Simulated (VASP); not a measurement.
# BN (R3m) in VASP: notebook, part 2 of 2

VASP 6.6.1. The steps go on from the part before.

## Step 6: Single point, PBE+D3(BJ) (atoms displaced along a vibrational mode, the cell strained)

The input, INCAR:

```
ALGO     = Normal         # electronic algorithm
EDIFF    = 1E-6           # SCF threshold, eV
ENCUT    = 600            # plane-wave cutoff, eV
GGA      = PE             # functional
GGA_COMPAT= False        
ISIF     = 2              # what is computed and relaxed
ISMEAR   = 0              # smearing method
IVDW     = 12             # dispersion correction
LASPH    = True           # aspherical terms in the spheres
LCHARG   = False          # write CHGCAR
LREAL    = False          # projectors in reciprocal space
LWAVE    = False          # write WAVECAR
NBANDS   = 11             # bands
NELM     = 120            # most SCF steps
PREC     = Accurate       # precision mode
SIGMA    = 0.05           # smearing width, eV
```

The input, KPOINTS:

```
k-points
0
Gamma
  12 12 12
```

The input, POSCAR:

```
BN
1.0
    1.2027024292      0.6943805712      3.2955578494
   -1.2027024292      0.6943805712      3.2955578494
    0.0000000000     -1.3887611425      3.2955578494
B N
1 1
Direct
    1.0121358851      1.0121358851      1.0121358851
    0.3231366839      0.3231366839      0.3231366839
```

Potentials or basis: VASP PAW PBE potentials, release 64 (B, N).

On the command line:

```sh
$ cat potpaw_PBE.64/B/POTCAR potpaw_PBE.64/N/POTCAR > POTCAR
$ mpirun -np 1 vasp_std > vasp.out
```

OUTCAR:

```text
EDIFF = 1E-6
   ENCUT = 600
   GGA = PE
   ISIF = 2
   ISMEAR = 0
   IVDW = 12
   LASPH = True
   LREAL = False
   NELM = 120
   PREC = Accurate
 IVDW          = 12

 ion  position               nearest neighbor table
   1  0.012  0.012  0.012-   2 1.41   2 1.41   2 1.41
   2  0.323  0.323  0.323-   1 1.41   1 1.41   1 1.41

  LATTYP: Found a trigonal (rhomboedric) cell.
 ALAT       =     3.5762213368
 COS(alpha) =     0.7737974002

  Lattice vectors:

 A1 = (   1.2027024292,   0.6943805712,   3.2955578494)
 A2 = (  -1.2027024292,   0.6943805712,   3.2955578494)
 A3 = (   0.0000000000,  -1.3887611425,   3.2955578494)

Analysis of symmetry for initial positions (statically):
=====================================================================
 Subroutine PRICEL returns:
 Original cell was already a primitive cell.

 Routine SETGRP: Setting up the symmetry group for a
 trigonal (rhombohedral) supercell.

 Subroutine GETGRP returns: Found  6 space group operations
 (whereof  6 operations were pure point group operations)
 out of a pool of 12 trial point group operations.

The static configuration has the point symmetry C_3v.

Analysis of symmetry for dynamics (positions and initial velocities):
=====================================================================
 Subroutine PRICEL returns:
 Original cell was already a primitive cell.

 Routine SETGRP: Setting up the symmetry group for a
 trigonal (rhombohedral) supercell.

 Subroutine GETGRP returns: Found  6 space group operations
 (whereof  6 operations were pure point group operations)
 out of a pool of 12 trial point group operations.

The dynamic configuration has the point symmetry C_3v.

 Subroutine INISYM returns: Found  6 space group operations
 (whereof  6 operations are pure point group operations),
 and found     1 'primitive' translations

----------------------------------------------------------------------------------------

[... 119 lines left out ...]
   AEXX    =    0.0000 exact exchange contribution
   IVDW    =    12    specifies the selected vdW correction
   LEPSILON=     F    determine dielectric tensor
   LRPA    =     F    only Hartree local field effects (RPA)
 non-spin polarized calculation
 Gauss-broadening in eV      SIGMA  =   0.05
  energy-cutoff  :      600.00
  volume of cell :       16.51
 maximum number of plane-waves:       562
 NGX is ok and might be reduce to    30
   NGX = 15   NGY = 15   NGZ = 15

 number of electron       8.0000000 magnetization

 Free energy of the ion-electron system (eV)
  ---------------------------------------------------
  ext. energy  EPLUGINS =         0.00000000
  ---------------------------------------------------
  free energy    TOTEN  =       -17.05722664 eV

  energy without entropy =      -17.05722664  energy(sigma->0) =      -17.05722664

 E-fermi :   3.0504     XC(G=0): -10.4469

 val. band max:        2.8151088660   @ k =  -0.3333   0.2500  -0.0000
 cond. band min:       7.2351493789   @ k =   0.0000   0.0000   0.0000
 fundamental gap:      4.4200405130
 Fermi energy:         3.0503974918

 k-point     1 :       0.0000    0.0000    0.0000
  band No.  band energies     occupation
      1     -15.5539      2.00000
      2      -1.6684      2.00000
      3       2.1504      2.00000
      4       2.1504      2.00000
      5       7.2351      0.00000
      6      15.5185      0.00000
      7      15.5185      0.00000
      8      17.8084      0.00000
      9      19.8444      0.00000
     10      30.8177      0.00000
     11      33.0055      0.00000
[... 309 lines left out ...]
 k-point    24 :      -0.4167    0.1667   -0.0000
  band No.  band energies     occupation
      1     -11.6082      2.00000
      2      -6.0451      2.00000
      3      -2.4554      2.00000
      4       2.5659      2.00000
      5       7.8119      0.00000
      6      15.7847      0.00000
      7      16.7760      0.00000
      8      18.0075      0.00000
      9      21.7984      0.00000
     10      25.9439      0.00000
     11      27.8864      0.00000

 [... further k-points ...]

------------------------ aborting loop because EDIFF is reached ----------------------------------------

 Edisp (eV)   -0.30776

 E8    (eV) :    -0.0903

  FORCE on cell =-STRESS in cart. coord.  units (eV):
  Direction    XX          YY          ZZ          XY          YZ          ZX
  --------------------------------------------------------------------------------------
  -------------------------------------------------------------------------------------
  Total       5.10696     5.10696    -0.86937     0.00000     0.00000     0.00000
  in kB     495.49285   495.49285   -84.34921     0.00000     0.00000     0.00000
  external pressure =      302.21 kB  Pullay stress =        0.00 kB

 VOLUME and BASIS-vectors are now :
 -----------------------------------------------------------------------------
  energy-cutoff  :      600.00
  volume of cell :       16.51
      direct lattice vectors                 reciprocal lattice vectors
     1.202702429  0.694380571  3.295557849     0.415730432  0.240022077  0.101146255
    -1.202702429  0.694380571  3.295557849    -0.415730432  0.240022077  0.101146255
     0.000000000 -1.388761142  3.295557849     0.000000000 -0.480044153  0.101146255

 POSITION                                       TOTAL-FORCE (eV/Angst)
 -----------------------------------------------------------------------------------
      0.00000     -0.00000      0.11998         0.000000      0.000000     -2.557747
      0.00000     -0.00000      3.19475         0.000000     -0.000000      2.557747
 -----------------------------------------------------------------------------------
    total drift:                               -0.000000     -0.000000     -0.000093

  FREE ENERGIE OF THE ION-ELECTRON SYSTEM (eV)
  ---------------------------------------------------
  free  energy   TOTEN  =       -17.3649874490 eV

  energy  without entropy=      -17.3649874490  energy(sigma->0) =      -17.36498745
```

OSZICAR:

```text
N       E                     dE             d eps       ncg     rms          rms(c)
DAV:   1     0.188404662899E+02    0.18840E+02   -0.49471E+03  4166   0.762E+02
DAV:   2    -0.183441782939E+02   -0.37185E+02   -0.35727E+02  4930   0.188E+02
DAV:   3    -0.192257282337E+02   -0.88155E+00   -0.88011E+00  5174   0.264E+01
DAV:   4    -0.192281978461E+02   -0.24696E-02   -0.24695E-02  4687   0.149E+00
DAV:   5    -0.192282071154E+02   -0.92693E-05   -0.92693E-05  5161   0.817E-02    0.862E+00
DAV:   6    -0.173163850376E+02    0.19118E+01   -0.56284E+00  4971   0.142E+01    0.396E+00
DAV:   7    -0.171021662487E+02    0.21422E+00   -0.33901E-01  5106   0.428E+00    0.237E+00
DAV:   8    -0.170562576080E+02    0.45909E-01   -0.13603E-01  5089   0.235E+00    0.321E-01
DAV:   9    -0.170568052278E+02   -0.54762E-03   -0.35002E-03  4614   0.519E-01    0.158E-01
DAV:  10    -0.170571972491E+02   -0.39202E-03   -0.55265E-04  4880   0.182E-01    0.274E-02
DAV:  11    -0.170572221104E+02   -0.24861E-04   -0.34727E-05  4992   0.431E-02    0.208E-02
DAV:  12    -0.170572261507E+02   -0.40403E-05   -0.80561E-06  4866   0.202E-02    0.271E-03
DAV:  13    -0.170572266394E+02   -0.48867E-06   -0.84939E-07  5029   0.740E-03
   1 F= -.17364987E+02 E0= -.17364987E+02  d E =-.508741E-13
```

stdout:

```text
POSCAR found type information on POSCAR B N
 POSCAR found :  2 types and       2 ions
 scaLAPACK will be used
 LDA part: xc-table for (Slater+PW92), standard interpolation
 POSCAR, INCAR and KPOINTS ok, starting setup
 FFT: planning ... GRIDC
 FFT: planning ... GRID_SOFT
 FFT: planning ... GRID
 WAVECAR not read
 entering main loop
```

It took 56 s on 1 thread of Intel Xeon Platinum 8375C at 2.90GHz (Ice Lake), shared host; peak memory 0.2 GiB.

Results:

```yaml
Free_energy: -17.3650 eV
Pressure: 30.2 GPa
Largest_force: 2.558 eV/Å
Band_gap_on_the_k_mesh: 4.42 eV (least direct gap 4.99 eV)
Dispersion_energy_per_atom: -0.154 eV
```

Forces in eV/Å, atoms in the order of the input:
```
B    0.000  0.000 -2.558
N    0.000  0.000  2.558
```

Levels at points of the mesh, in eV from the valence-band top:
```csv
k point,band 1,band 2,band 3,band 4,band 5,band 6,band 7,band 8,band 9
"(0.00, 0.00, 0.00)",-18.37,-4.48,-0.66,-0.66,4.42,12.70,12.70,14.99,17.03
"(0.50, 0.00, 0.00)",-14.72,-9.21,-3.78,-0.49,4.83,11.31,13.63,17.06,20.44
"(0.50, 0.50, 0.00)",-14.64,-9.05,-3.84,-1.39,4.53,11.08,14.35,19.09,21.75
"(0.50, 0.50, 0.50)",-18.06,-6.77,-0.69,-0.69,10.02,12.70,12.70,14.69,16.63
```

Caveat: the cell differs from its parent crystal (atoms displaced along a vibrational mode, the cell strained); the stress differs along the axes, from -8 to 50 GPa; forces of over 1 eV/Å act on the atoms, so gaps and moduli don't describe the material at rest. A k mesh can miss the band edges.

## Step 7: The runs side by side

| cell | gap on the mesh (eV) | pressure (GPa) | largest force (eV/Å) |
| --- | --- | --- | --- |
| as given, atomic positions A | 4.57 | 33.6 | 1.51 |
| as given, atomic positions B | 4.37 | 35.5 | 0.49 |
| as given, atomic positions C | 4.15 | 33.9 | 1.51 |
| as given, atomic positions D | 3.88 | 30.7 | 2.58 |
| as given, atomic positions E | 4.42 | 30.2 | 2.56 |

Alike in all rows: task single point; level PBE+D3(BJ); potentials or basis VASP PAW PBE potentials, release 64 (B, N); no spin polarisation; k mesh 12 × 12 × 12; cutoff (eV) 600; smearing gaussian 0.05 eV.

Caveats: forces of over 1 eV/Å act on the atoms, so gaps and moduli don't describe the material at rest (at least some runs); the stress differs along the axes, from -4 to 52 GPa (at least some runs); the stress differs along the axes, from -1 to 54 GPa (at least some runs); the stress differs along the axes, from -3 to 52 GPa (at least some runs); the stress differs along the axes, from -7 to 49 GPa (at least some runs); the stress differs along the axes, from -8 to 50 GPa (at least some runs).

Absolute energies hang on the potentials; compare differences alone.
